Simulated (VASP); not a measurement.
# TiO2 (I4_1/amd) in VASP: relaxation of cell and atoms with PBE

Aim: the relaxation of cell and atoms of TiO2 with PBE.

All numbers are computed with VASP 6.6.1; they aren't measurements. Logs are shortened: lines on timing, memory, paths and dates and some standing lists are left out, and cuts for length are marked.

### 1 The cell of the first run

It takes space group I4_1/amd (No. 141, tetragonal). The conventional cell has a = 3.784 Å, b = 3.784 Å, c = 9.515 Å, α = 90.00°, β = 90.00°, γ = 90.00°. Ti (site symmetry -4m2) has 6 O at 1.93 to 1.98 Å within 2.6 Å. O (site symmetry 2mm) has 3 Ti at 1.93 to 1.98 Å and 2 O at 2.47 Å within 2.6 Å.

### 2 Relaxation of cell and atoms, PBE

INCAR reads:

```
PREC = Accurate ; ENCUT = 600
EDIFF = 1E-7 ; ISMEAR = 0
SIGMA = 0.02 ; LREAL = False
LASPH = True ; NELM = 100
ALGO = Normal ; ISIF = 3
LWAVE = False ; LCHARG = False
GGA = PE ; IBRION = 2
NSW = 80 ; EDIFFG = -0.01
```

KPOINTS reads:

```
regular mesh
0
Gamma
  10 10 10
```

POSCAR reads:

```
TiO2
1.0
   -1.8921000000      1.8921000000      4.7573000000
    1.8921000000     -1.8921000000      4.7573000000
    1.8921000000      1.8921000000     -4.7573000000
Ti O
2 4
Direct
    0.0000000000      0.0000000000      0.0000000000
    0.7500000000      0.2500000000      0.5000000000
    0.2081000000      0.2081000000      0.0000000000
    0.9581000000      0.4581000000      0.5000000000
    0.5419000000      0.0419000000      0.5000000000
    0.7919000000      0.7919000000      0.0000000000
```

Potentials or basis: VASP PAW PBE potentials, release 64 (Ti_sv, O).

The run is started by

```
cat potpaw_PBE.64/Ti_sv/POTCAR potpaw_PBE.64/O/POTCAR > POTCAR
mpirun -np 1 vasp_std > vasp.out
```

OUTCAR:

```text
PREC = Accurate
   ENCUT = 600
   EDIFF = 1E-7
   ISMEAR = 0
   LREAL = False
   LASPH = True
   NELM = 100
   ISIF = 3
   GGA = PE
   IBRION = 2
   NSW = 80
   EDIFFG = -0.01

 ion  position               nearest neighbor table
   1  0.000  0.000  0.000-   5 1.93   4 1.93   5 1.93   4 1.93   3 1.98   6 1.98
   2  0.750  0.250  0.500-   6 1.93   3 1.93   6 1.93   3 1.93   4 1.98   5 1.98
   3  0.208  0.208  0.000-   2 1.93   2 1.93   1 1.98
   4  0.958  0.458  0.500-   1 1.93   1 1.93   2 1.98
   5  0.542  0.042  0.500-   1 1.93   1 1.93   2 1.98
   6  0.792  0.792  0.000-   2 1.93   2 1.93   1 1.98

  LATTYP: Found a body centered tetragonal cell.
 ALAT       =     3.7842000000
 C/A-ratio  =     2.5142962846

  Lattice vectors:

 A1 = (  -1.8921000000,   1.8921000000,   4.7573000000)
 A2 = (   1.8921000000,  -1.8921000000,   4.7573000000)
 A3 = (   1.8921000000,   1.8921000000,  -4.7573000000)

Analysis of symmetry for initial positions (statically):
=====================================================================
 Subroutine PRICEL returns:
 Original cell was already a primitive cell.

 Routine SETGRP: Setting up the symmetry group for a
 body centered tetragonal supercell.

 Subroutine GETGRP returns: Found 16 space group operations
 (whereof  8 operations were pure point group operations)
 out of a pool of 16 trial point group operations.

The static configuration has the point symmetry D_2d.
 The point group associated with its full space group is D_4h.

Analysis of symmetry for dynamics (positions and initial velocities):
=====================================================================
 Subroutine PRICEL returns:
 Original cell was already a primitive cell.

 Routine SETGRP: Setting up the symmetry group for a
 body centered tetragonal supercell.

 Subroutine GETGRP returns: Found 16 space group operations
 (whereof  8 operations were pure point group operations)
 out of a pool of 16 trial point group operations.

The dynamic configuration has the point symmetry D_2d.
 The point group associated with its full space group is D_4h.

 Subroutine INISYM returns: Found 16 space group operations
 (whereof  8 operations are pure point group operations),
 and found     1 'primitive' translations

----------------------------------------------------------------------------------------

                                     Primitive cell

  volume of cell :      68.1253

  direct lattice vectors                    reciprocal lattice vectors
    -1.892100000  1.892100000  4.757300000     0.000000000  0.264256646  0.105101633
     1.892100000 -1.892100000  4.757300000     0.264256646  0.000000000  0.105101633
     1.892100000  1.892100000 -4.757300000     0.264256646  0.264256646  0.000000000

  length of vectors
     5.458203744  5.458203744  5.458203744     0.284390450  0.284390450  0.373715333

  position of ions in fractional coordinates (direct lattice)
     0.000000000  0.000000000  0.000000000
     0.750000000  0.250000000  0.500000000
     0.208100000  0.208100000  0.000000000
     0.958100000  0.458100000  0.500000000
     0.541900000  0.041900000  0.500000000
     0.791900000  0.791900000  0.000000000

  ion indices of the primitive-cell ions
   primitive index   ion index
                 1           1
                 2           2
                 3           3
                 4           4
                 5           5
                 6           6

----------------------------------------------------------------------------------------

 KPOINTS: regular mesh

Automatic generation of k-mesh.
 Grid dimensions read from file:
 generate k-points for:   10   10   10

 Generating k-lattice:

  Cartesian coordinates                     Fractional coordinates (reciprocal lattice)
     0.000000000  0.026425665  0.010510163     0.100000000  0.000000000  0.000000000
     0.026425665  0.000000000  0.010510163     0.000000000  0.100000000  0.000000000
     0.026425665  0.026425665  0.000000000     0.000000000  0.000000000  0.100000000

  Length of vectors
     0.028439045  0.028439045  0.037371533

  Shift w.r.t. Gamma in fractional coordinates (k-lattice)
     0.000000000  0.000000000  0.000000000

 Subroutine IBZKPT returns following result:
 ===========================================

 Found    102 irreducible k-points:

 Following reciprocal coordinates:
            Coordinates               Weight
  0.000000  0.000000  0.000000      1.000000
  0.100000 -0.000000  0.000000      8.000000
  0.200000 -0.000000  0.000000      8.000000
  0.300000 -0.000000  0.000000      8.000000
  0.400000  0.000000  0.000000      8.000000
  0.500000  0.000000  0.000000      4.000000
[... 16 lines left out ...]
  0.300000  0.300000  0.000000      8.000000
  0.400000  0.300000  0.000000     16.000000
 [... further k-points ...]
   k-points           NKPTS =    102   k-points in BZ     NKDIM =    102   number of bands    NBANDS=     28
   number of dos      NEDOS =    301   number of ions     NIONS =      6
   total plane-waves  NPLWV = 110592
   dimension x,y,z NGX =    48 NGY =   48 NGZ =   48
   dimension x,y,z NGXF=    96 NGYF=   96 NGZF=   96
   ions per type =               2   4
   NGX,Y,Z   is equivalent  to a cutoff of  14.62, 14.62, 14.62 a.u.
   NGXF,Y,Z  is equivalent  to a cutoff of  29.24, 29.24, 29.24 a.u.
 SYSTEM =  unknown system
   PREC   = accura    normal or accurate (medium, high low for compatibility)
   ISTART =      0    job   : 0-new  1-cont  2-samecut
   ICHARG =      2    charge: 1-file 2-atom 10-const
   ISPIN  =      1    spin polarized calculation?
   LNONCOLLINEAR =      F non collinear calculations
   LSORBIT =      F    spin-orbit coupling
   LASPH  =      T    aspherical Exc in radial PAW
   ENCUT  =  600.0 eV  44.10 Ry    6.64 a.u.  10.90 10.90 10.90*2*pi/ulx,y,z
   NELM   =    100;   NELMIN=  2; NELMDL= -5     # of ELM steps
   EDIFF  = 0.1E-06   stopping-criterion for ELM
   LREAL  =      F    real-space projection
   EDIFFG = -.1E-01   stopping-criterion for IOM
   NSW    =     80    number of steps for IOM
   IBRION =      2    ionic relax: 0-MD 1-quasi-New 2-CG
   NFREE  =      1    steps in history (QN), initial steepest desc. (CG)
   ISIF   =      3    stress and relaxation
   ISYM   =      2    0-nonsym 1-usesym 2-fastsym
   POTIM  = 0.5000    time-step for ionic-motion
   TEBEG  =    0.0;   TEEND  =   0.0 temperature during run
   PSTRESS=    0.0 pullay stress
   NELECT =      48.0000    total number of electrons
   NUPDOWN=      -1.0000    fix difference up-down
   EMIN   =  10.00;   EMAX   =-10.00  energy-range for DOS
   EFERMI =   0.00;   METHOD = LEGACY
   ISMEAR =     0;   SIGMA  =   0.02  broadening in eV -4-tet -1-fermi 0-gaus
   EFERMI_NEDOS =   21; number of points for ismear=-14 and -15
   IALGO  =     38    algorithm
   IMIX   =      4    mixing-type and parameters
     AMIX     =   0.40;   BMIX     =  1.00
     AMIX_MAG =   1.60;   BMIX_MAG =  1.00
  volume/ion in A,a.u.               =      11.35        76.62
  Fermi-wavevector in a.u.,A,eV,Ry     =   1.456752  2.752862 28.873289  2.122127
  Thomas-Fermi vector in A             =   2.573634
   LORBIT       =      0    0 simple, 1 ext, 2 COOP (PROOUT), +10 PAW based schemes
   GGA     = PE    functional components
   LHFCALC =     F    Hartree Fock is set to
   AEXX    =    0.0000 exact exchange contribution
   IVDW    =     0    specifies the selected vdW correction
   LEPSILON=     F    determine dielectric tensor
   LRPA    =     F    only Hartree local field effects (RPA)
 conjugate gradient relaxation of ions
 non-spin polarized calculation
 Gauss-broadening in eV      SIGMA  =   0.02
  energy-cutoff  :      600.00
  volume of cell :       68.13
 maximum number of plane-waves:      2300
 NGX is ok and might be reduce to    48
   NGX = 21   NGY = 21   NGZ = 21

--------------------------------------- Ionic step        1  -------------------------------------------

 number of electron      47.9999997 magnetization

 Free energy of the ion-electron system (eV)
  ---------------------------------------------------
  ext. energy  EPLUGINS =         0.00000000
  ---------------------------------------------------
  free energy    TOTEN  =       -53.83472551 eV

  energy without entropy =      -53.83472551  energy(sigma->0) =      -53.83472551

------------------------ aborting loop because EDIFF is reached ----------------------------------------

  FORCE on cell =-STRESS in cart. coord.  units (eV):
  Direction    XX          YY          ZZ          XY          YZ          ZX
  --------------------------------------------------------------------------------------
  -------------------------------------------------------------------------------------
  Total        2.2015659      2.2015659      2.7910881      0.0000000     -0.0000000      0.0000000
  in kB       51.7766057     51.7766057     65.6410361      0.0000000     -0.0000000      0.0000000
  external PRESSURE =      56.3980825 kB  Pullay stress =       0.0000000 kB
[... 101 lines left out ...]
  FREE ENERGIE OF THE ION-ELECTRON SYSTEM (eV)
  ---------------------------------------------------
  free  energy   TOTEN  =       -53.8654619231 eV

  energy  without entropy=      -53.8654619231  energy(sigma->0) =      -53.86546192

[... ionic steps 4 to 8 ...]

--------------------------------------- Ionic step        9  -------------------------------------------

 number of electron      47.9999998 magnetization

------------------------ aborting loop because EDIFF is reached ----------------------------------------

  FORCE on cell =-STRESS in cart. coord.  units (eV):
  Direction    XX          YY          ZZ          XY          YZ          ZX
  --------------------------------------------------------------------------------------
  -------------------------------------------------------------------------------------
  Total       -0.1480427     -0.1480427     -0.1188248      0.0000000      0.0000000      0.0000000
  in kB       -3.3760162     -3.3760162     -2.7097212      0.0000000      0.0000000      0.0000000
  external PRESSURE =      -3.1539179 kB  Pullay stress =       0.0000000 kB
[... 65 lines left out ...]
  energy  without entropy=      -53.8688692976  energy(sigma->0) =      -53.86886930

--------------------------------------- Ionic step       11  -------------------------------------------

 number of electron      47.9999998 magnetization

 Free energy of the ion-electron system (eV)
  ---------------------------------------------------
  ext. energy  EPLUGINS =         0.00000000
  ---------------------------------------------------
  free energy    TOTEN  =       -53.86893985 eV

  energy without entropy =      -53.86893985  energy(sigma->0) =      -53.86893985

 E-fermi :   3.2821     XC(G=0): -10.5805

 val. band max:        3.1201550208   @ k =  -0.4000   0.4000   0.0000
 cond. band min:       5.2276601473   @ k =   0.0000   0.0000   0.0000
 fundamental gap:      2.1075051265
 Fermi energy:         3.2821284979

 k-point     1 :       0.0000    0.0000    0.0000
  band No.  band energies     occupation
      1     -53.3453      2.00000
      2     -53.2948      2.00000
      3     -29.7709      2.00000
      4     -29.5544      2.00000
      5     -29.5544      2.00000
      6     -29.4936      2.00000
[... 733 lines left out ...]
     27       6.5374      0.00000
     28       6.6935      0.00000

 [... further k-points ...]
[... 5 lines left out ...]
  --------------------------------------------------------------------------------------
  -------------------------------------------------------------------------------------
  Total        0.0038870      0.0038870      0.0151535      0.0000000      0.0000000      0.0000000
  in kB        0.0887698      0.0887698      0.3460737      0.0000000      0.0000000      0.0000000
  external PRESSURE =       0.1745378 kB  Pullay stress =       0.0000000 kB
[... 21 lines left out ...]
  FREE ENERGIE OF THE ION-ELECTRON SYSTEM (eV)
  ---------------------------------------------------
  free  energy   TOTEN  =       -53.8689398538 eV

  energy  without entropy=      -53.8689398538  energy(sigma->0) =      -53.86893985

 reached required accuracy - stopping structural energy minimisation
```

It took 32 min on 1 thread of AMD EPYC 9R45 (Zen 5), shared host; peak memory 0.44 GiB.

Results:

| Quantity | Value |
| --- | --- |
| Free energy | -53.8689 eV |
| Relaxed volume | 11.69 Å³/atom |
| Relaxed cell | a = 5.548 Å, b = 5.548 Å, c = 5.548 Å, α = 139.93°, β = 139.93°, γ = 57.96° |
| Space group after relaxing (to 0.1 Å) | I4_1/amd (No. 141) |
| Energy gained by relaxing | 5.7 meV/atom |
| Ionic steps | 11 |
| Pressure after relaxing | 0.0 GPa |
| Band gap on the k mesh | 2.11 eV (least direct gap 2.40 eV) |

The path:
```csv
step,energy change (eV),largest force (eV/Å),pressure (GPa),volume (Å³)
1,0.0000,0.1231,5.64,68.13
2,0.0178,0.3182,-6.24,72.14
3,-0.0307,0.0869,0.03,69.86
4,-0.0307,0.0830,0.14,69.83
5,-0.0317,0.0438,0.08,69.91
6,-0.0323,0.0127,-0.01,70.03
7,-0.0330,0.0080,-0.07,70.08
8,-0.0341,0.0044,-0.28,70.22
9,-0.0341,0.0071,-0.32,70.26
10,-0.0341,0.0082,0.25,70.08
11,-0.0342,0.0016,0.02,70.15
```

Final structure:
```
CELL_PARAMETERS angstrom
-1.90092 1.90092 4.85365
1.90092 -1.90092 4.85365
1.90092 1.90092 -4.85365
ATOMIC_POSITIONS crystal
Ti 0.00000 0.00000 0.00000
Ti 0.75000 0.25000 0.50000
O 0.20649 0.20649 0.00000
O 0.95649 0.45649 0.50000
O 0.54351 0.04351 0.50000
O 0.79351 0.79351 0.00000
```

Levels at points of the mesh, in eV from the valence-band top:
| k point | band 21 | band 22 | band 23 | band 24 | band 25 | band 26 | band 27 | band 28 |
| --- | --- | --- | --- | --- | --- | --- | --- | --- |
| (0.00, 0.00, 0.00) | -0.79 | -0.78 | -0.41 | -0.41 | 2.11 | 2.77 | 3.95 | 3.95 |
| (0.50, 0.00, 0.00) | -1.87 | -0.87 | -0.85 | -0.63 | 3.18 | 3.45 | 3.50 | 3.51 |
| (0.50, 0.50, 0.00) | -1.97 | -1.97 | -0.04 | -0.04 | 3.20 | 3.20 | 3.67 | 3.67 |
| (0.50, 0.50, 0.50) | -1.23 | -1.23 | -0.09 | -0.09 | 2.43 | 2.43 | 3.68 | 3.68 |
